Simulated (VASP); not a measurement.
# Pt (P6_3/mmc) in VASP: further runs

The runs below take Pt through single point, with PBEsol.

Program: VASP 6.6.1. These are calculated values, not measurements. Logs are shortened: lines on timing, memory, paths and dates and some standing lists are left out, and cuts for length are marked.

## (1) The cell of the first run

Symmetry: P6_3/mmc, No. 194, hexagonal system. Conventional cell: a = 2.755 Å, b = 2.755 Å, c = 9.187 Å, α = 90.00°, β = 90.00°, γ = 120.00°. Within 3.6 Å of Pt (site symmetry -3m) lie 12 Pt at 2.75 to 2.79 Å. Within 3.6 Å of Pt (site symmetry -6m2) lie 12 Pt at 2.75 to 2.79 Å.

## (2) Single point, PBEsol

The input, INCAR:

```
SYSTEM = Pt
ALGO     = Normal         ! electronic algorithm
EDIFF    = 1E-6           ! SCF threshold, eV
ENCUT    = 520            ! plane-wave cutoff, eV
GGA      = PS             ! functional
ISIF     = 2              ! what is computed and relaxed
ISMEAR   = -1             ! smearing method
LASPH    = .True.         ! aspherical terms in the spheres
LCHARG   = .False.        ! write CHGCAR
LREAL    = .False.        ! projectors in reciprocal space
LWAVE    = .False.        ! write WAVECAR
NBANDS   = 28             ! bands
NELM     = 100            ! most SCF steps
PREC     = Accurate       ! precision mode
SIGMA    = 0.1            ! smearing width, eV
```

The input, KPOINTS:

```
k-points
0
Gamma
  13 13 4
  0 0 0
```

The input, POSCAR:

```
Pt
1.0
    2.7549920221      0.0000000000      0.0000000000
   -1.3774960110      2.3858930783      0.0000000000
    0.0000000000      0.0000000000      9.1869085749
Pt
4
Direct
    1.0000000000      0.0000000000      0.0000000000
    1.0000000000      0.0000000000      0.5000000000
    0.3333333333      0.6666666667      0.2500000000
    0.6666666667      0.3333333333      0.7500000000
```

Potentials or basis: VASP PAW PBE potentials, release 64 (Pt).

The run is started by

```
$ cat potpaw_PBE.64/Pt/POTCAR > POTCAR
$ mpirun -np 1 vasp_std > vasp.out
```

OUTCAR:

```text
SYSTEM = Pt
   EDIFF = 1E-6
   ENCUT = 520
   GGA = PS
   ISIF = 2
   ISMEAR = -1
   LASPH = .True.
   LREAL = .False.
   NELM = 100
   PREC = Accurate

 ion  position               nearest neighbor table
   1  0.000  0.000  0.000-   3 2.79   4 2.79   3 2.79   4 2.79   4 2.79   3 2.79
   2  0.000  0.000  0.500-   3 2.79   4 2.79   3 2.79   4 2.79   4 2.79   3 2.79
   3  0.333  0.667  0.250-   1 2.79   2 2.79   1 2.79   2 2.79   1 2.79   2 2.79
   4  0.667  0.333  0.750-   1 2.79   2 2.79   1 2.79   2 2.79   1 2.79   2 2.79

  LATTYP: Found a hexagonal cell.
 ALAT       =     2.7549920221
 C/A-ratio  =     3.3346407181

  Lattice vectors:

 A1 = (   2.7549920221,   0.0000000000,   0.0000000000)
 A2 = (  -1.3774960110,   2.3858930783,   0.0000000000)
 A3 = (   0.0000000000,   0.0000000000,   9.1869085749)

Analysis of symmetry for initial positions (statically):
=====================================================================
 Subroutine PRICEL returns:
 Original cell was already a primitive cell.

 Routine SETGRP: Setting up the symmetry group for a
 hexagonal supercell.

 Subroutine GETGRP returns: Found 24 space group operations
 (whereof 12 operations were pure point group operations)
 out of a pool of 24 trial point group operations.

The static configuration has the point symmetry D_3d.
 The point group associated with its full space group is D_6h.

Analysis of symmetry for dynamics (positions and initial velocities):
=====================================================================
 Subroutine PRICEL returns:
 Original cell was already a primitive cell.

 Routine SETGRP: Setting up the symmetry group for a
 hexagonal supercell.

 Subroutine GETGRP returns: Found 24 space group operations
 (whereof 12 operations were pure point group operations)
 out of a pool of 24 trial point group operations.

The dynamic configuration has the point symmetry D_3d.
 The point group associated with its full space group is D_6h.

 Subroutine INISYM returns: Found 24 space group operations
 (whereof 12 operations are pure point group operations),
 and found     1 'primitive' translations

----------------------------------------------------------------------------------------

                                     Primitive cell

  volume of cell :      60.3866

  direct lattice vectors                    reciprocal lattice vectors
     2.754992022  0.000000000  0.000000000     0.362977458  0.209565133  0.000000000
    -1.377496011  2.385893078  0.000000000     0.000000000  0.419130266  0.000000000
     0.000000000  0.000000000  9.186908575     0.000000000  0.000000000  0.108850544

  length of vectors
     2.754992022  2.754992022  9.186908575     0.419130266  0.419130266  0.108850544

  position of ions in fractional coordinates (direct lattice)
     0.000000000  0.000000000  0.000000000
     0.000000000  0.000000000  0.500000000
     0.333333333  0.666666667  0.250000000
     0.666666667  0.333333333  0.750000000

  ion indices of the primitive-cell ions
   primitive index   ion index
                 1           1
                 2           2
                 3           3
                 4           4

----------------------------------------------------------------------------------------

 KPOINTS: k-points

Automatic generation of k-mesh.
 Grid dimensions read from file:
 generate k-points for:   13   13    4

 Generating k-lattice:

  Cartesian coordinates                     Fractional coordinates (reciprocal lattice)
     0.027921343  0.016120395  0.000000000     0.076923077  0.000000000  0.000000000
     0.000000000  0.032240790  0.000000000     0.000000000  0.076923077  0.000000000
     0.000000000  0.000000000  0.027212636     0.000000000  0.000000000  0.250000000

  Length of vectors
     0.032240790  0.032240790  0.027212636

  Shift w.r.t. Gamma in fractional coordinates (k-lattice)
     0.000000000  0.000000000  0.000000000

 Subroutine IBZKPT returns following result:
 ===========================================

 Found     63 irreducible k-points:

 Following reciprocal coordinates:
            Coordinates               Weight
  0.000000  0.000000  0.000000      1.000000
  0.076923 -0.000000  0.000000      6.000000
  0.153846  0.000000  0.000000      6.000000
  0.230769 -0.000000  0.000000      6.000000
  0.307692  0.000000  0.000000      6.000000
  0.384615  0.000000  0.000000      6.000000
[... 16 lines left out ...]
  0.076923 -0.000000  0.250000     12.000000
  0.153846  0.000000  0.250000     12.000000
 [... further k-points ...]
   k-points           NKPTS =     63   k-points in BZ     NKDIM =     63   number of bands    NBANDS=     28
   number of dos      NEDOS =    301   number of ions     NIONS =      4
   total plane-waves  NPLWV =  28000
   dimension x,y,z NGX =    20 NGY =   20 NGZ =   70
   dimension x,y,z NGXF=    40 NGYF=   40 NGZF=  140
   ions per type =               4
   NGX,Y,Z   is equivalent  to a cutoff of  12.07, 12.07, 12.67 a.u.
   NGXF,Y,Z  is equivalent  to a cutoff of  24.14, 24.14, 25.33 a.u.
 SYSTEM =  Pt
   PREC   = accura    normal or accurate (medium, high low for compatibility)
   ISTART =      0    job   : 0-new  1-cont  2-samecut
   ICHARG =      2    charge: 1-file 2-atom 10-const
   ISPIN  =      1    spin polarized calculation?
   LNONCOLLINEAR =      F non collinear calculations
   LSORBIT =      F    spin-orbit coupling
   LASPH  =      T    aspherical Exc in radial PAW
   ENCUT  =  520.0 eV  38.22 Ry    6.18 a.u.   5.12  5.12 17.08*2*pi/ulx,y,z
   NELM   =    100;   NELMIN=  2; NELMDL= -5     # of ELM steps
   EDIFF  = 0.1E-05   stopping-criterion for ELM
   LREAL  =      F    real-space projection
   EDIFFG = 0.1E-04   stopping-criterion for IOM
   NSW    =      0    number of steps for IOM
   IBRION =     -1    ionic relax: 0-MD 1-quasi-New 2-CG
   NFREE  =      0    steps in history (QN), initial steepest desc. (CG)
   ISIF   =      2    stress and relaxation
   ISYM   =      2    0-nonsym 1-usesym 2-fastsym
   POTIM  = 0.5000    time-step for ionic-motion
   TEBEG  =    0.0;   TEEND  =   0.0 temperature during run
   PSTRESS=    0.0 pullay stress
   NELECT =      40.0000    total number of electrons
   NUPDOWN=      -1.0000    fix difference up-down
   EMIN   =  10.00;   EMAX   =-10.00  energy-range for DOS
   EFERMI =   0.00;   METHOD = LEGACY
   ISMEAR =    -1;   SIGMA  =   0.10  broadening in eV -4-tet -1-fermi 0-gaus
   EFERMI_NEDOS =   21; number of points for ismear=-14 and -15
   IALGO  =     38    algorithm
   IMIX   =      4    mixing-type and parameters
     AMIX     =   0.40;   BMIX     =  1.00
     AMIX_MAG =   1.60;   BMIX_MAG =  1.00
  volume/ion in A,a.u.               =      15.10       101.88
  Fermi-wavevector in a.u.,A,eV,Ry     =   1.427079  2.696788 27.708994  2.036554
  Thomas-Fermi vector in A             =   2.547287
   LORBIT       =      0    0 simple, 1 ext, 2 COOP (PROOUT), +10 PAW based schemes
   GGA     = PS    functional components
   LHFCALC =     F    Hartree Fock is set to
   AEXX    =    0.0000 exact exchange contribution
   IVDW    =     0    specifies the selected vdW correction
   LEPSILON=     F    determine dielectric tensor
   LRPA    =     F    only Hartree local field effects (RPA)
 non-spin polarized calculation
  energy-cutoff  :      520.00
  volume of cell :       60.39
 maximum number of plane-waves:      1639
   NGX = 11   NGY = 11   NGZ = 35

 number of electron      40.0000006 magnetization

 Free energy of the ion-electron system (eV)
  ---------------------------------------------------
  ext. energy  EPLUGINS =         0.00000000
  ---------------------------------------------------
  free energy    TOTEN  =       -27.83193230 eV

  energy without entropy =      -27.60200236  energy(sigma->0) =      -27.71696733

 E-fermi :  11.0855     XC(G=0): -13.6214

 val. band max:       11.0803046129   @ k =   0.3077   0.0000   0.2500
 cond. band min:      11.0887223671   @ k =   0.4615  -0.0000   0.0000
 fundamental gap:      0.0084177542
 Fermi energy:        11.0855231679

 k-point     1 :       0.0000    0.0000    0.0000
  band No.  band energies     occupation
      1       0.7915      2.00000
      2       2.7561      2.00000
      3       2.7603      2.00000
      4       3.6523      2.00000
      5       6.8512      2.00000
      6       6.9022      2.00000
[... 20 lines left out ...]
     27      24.2348      0.00000
     28      25.5879      0.00000

 k-point     2 :       0.0769   -0.0000    0.0000
  band No.  band energies     occupation
      1       1.0068      2.00000
      2       2.9614      2.00000
      3       2.9655      2.00000
      4       3.8459      2.00000
      5       6.6345      2.00000
      6       6.7837      2.00000
[... 20 lines left out ...]
     27      24.3040      0.00000
     28      25.9269      0.00000

 k-point     3 :       0.1538    0.0000    0.0000
  band No.  band energies     occupation
      1       1.6214      2.00000
      2       3.5078      2.00000
      3       3.5115      2.00000
      4       4.3561      2.00000
      5       6.2278      2.00000
      6       6.4984      2.00000
[... 20 lines left out ...]
     27      24.4248      0.00000
     28      26.6368      0.00000

 k-point     4 :       0.2308   -0.0000    0.0000
  band No.  band energies     occupation
      1       2.5214      2.00000
      2       4.1007      2.00000
      3       4.1029      2.00000
      4       4.8685      2.00000
      5       5.9085      2.00000
      6       6.1349      2.00000
[... 20 lines left out ...]
     27      24.2046      0.00000
     28      24.7229      0.00000

 k-point     5 :       0.3077    0.0000    0.0000
  band No.  band energies     occupation
      1       3.4183      2.00000
      2       4.2669      2.00000
      3       4.3406      2.00000
      4       4.8825      2.00000
      5       5.6957      2.00000
      6       5.7210      2.00000
[... 20 lines left out ...]
     27      22.5277      0.00000
     28      22.8464      0.00000

 k-point     6 :       0.3846    0.0000    0.0000
  band No.  band energies     occupation
      1       3.7962      2.00000
      2       4.1032      2.00000
      3       4.3676      2.00000
      4       4.7625      2.00000
      5       5.3648      2.00000
      6       5.5993      2.00000
[... 463 lines left out ...]
      5       5.8564      2.00000
      6       5.9271      2.00000
[... 20 lines left out ...]
     27      19.4940      0.00000
     28      19.6979      0.00000

 k-point    22 :       0.0000    0.0000    0.2500
  band No.  band energies     occupation
      1       0.9426      2.00000
      2       2.0320      2.00000
      3       3.3180      2.00000
      4       3.6447      2.00000
      5       6.7967      2.00000
      6       7.0534      2.00000
[... 20 lines left out ...]
     27      25.0745      0.00000
     28      25.7863      0.00000

 k-point    23 :       0.0769   -0.0000    0.2500
  band No.  band energies     occupation
      1       1.1558      2.00000
      2       2.2355      2.00000
      3       3.5284      2.00000
      4       3.8418      2.00000
      5       6.6960      2.00000
      6       6.9774      2.00000
[... 20 lines left out ...]
     27      25.3493      0.00000
     28      26.1157      0.00000

 k-point    24 :       0.1538    0.0000    0.2500
  band No.  band energies     occupation
      1       1.7617      2.00000
      2       2.7908      2.00000
      3       4.0868      2.00000
      4       4.3627      2.00000
      5       6.3895      2.00000
      6       6.4940      2.00000
[... 20 lines left out ...]
     27      25.7302      0.00000
     28      26.6955      0.00000

 [... further k-points ...]

------------------------ aborting loop because EDIFF is reached ----------------------------------------

  FORCE on cell =-STRESS in cart. coord.  units (eV):
  Direction    XX          YY          ZZ          XY          YZ          ZX
  --------------------------------------------------------------------------------------
  -------------------------------------------------------------------------------------
  Total       -0.1457689     -0.1457689     -0.1805483     -0.0000000      0.0000000      0.0000000
  in kB       -3.8675383     -3.8675383     -4.7903050     -0.0000000      0.0000000      0.0000000
  external PRESSURE =      -4.1751272 kB  Pullay stress =       0.0000000 kB

 VOLUME and BASIS-vectors are now :
 -----------------------------------------------------------------------------
  energy-cutoff  :      520.00
  volume of cell :       60.39
      direct lattice vectors                 reciprocal lattice vectors
     2.754992022  0.000000000  0.000000000     0.362977458  0.209565133  0.000000000
    -1.377496011  2.385893078  0.000000000     0.000000000  0.419130266  0.000000000
     0.000000000  0.000000000  9.186908575     0.000000000  0.000000000  0.108850544

 POSITION                                       TOTAL-FORCE (eV/Angst)
 -----------------------------------------------------------------------------------
      0.00000      0.00000      0.00000         0.000000      0.000000      0.000000
      0.00000      0.00000      4.59345         0.000000      0.000000      0.000000
     -0.00000      1.59060      2.29673        -0.000000      0.000000     -0.000000
      1.37750      0.79530      6.89018         0.000000     -0.000000     -0.000000
 -----------------------------------------------------------------------------------
    total drift:                                0.000000     -0.000000      0.000000

  FREE ENERGIE OF THE ION-ELECTRON SYSTEM (eV)
  ---------------------------------------------------
  free  energy   TOTEN  =       -27.8319323017 eV

  energy  without entropy=      -27.6020023583  energy(sigma->0) =      -27.71696733
```

Wall time 37 s (1 thread of Intel Xeon 6975P-C (Granite Rapids), shared host); peak memory 0.22 GiB.

Results:

```yaml
Free_energy: -27.8319 eV
Pressure: -0.4 GPa
Band_gap_on_the_k_mesh: zero (band 20 reaches 11.46 eV, above the bottom of band 21 at 10.12 eV)
```

Caveat: the PAW data sets were made with another functional, which shifts forces and pressure a little; spin-orbit coupling is left out, which moves the levels of the heavy elements.

[end of part 1 of 2]
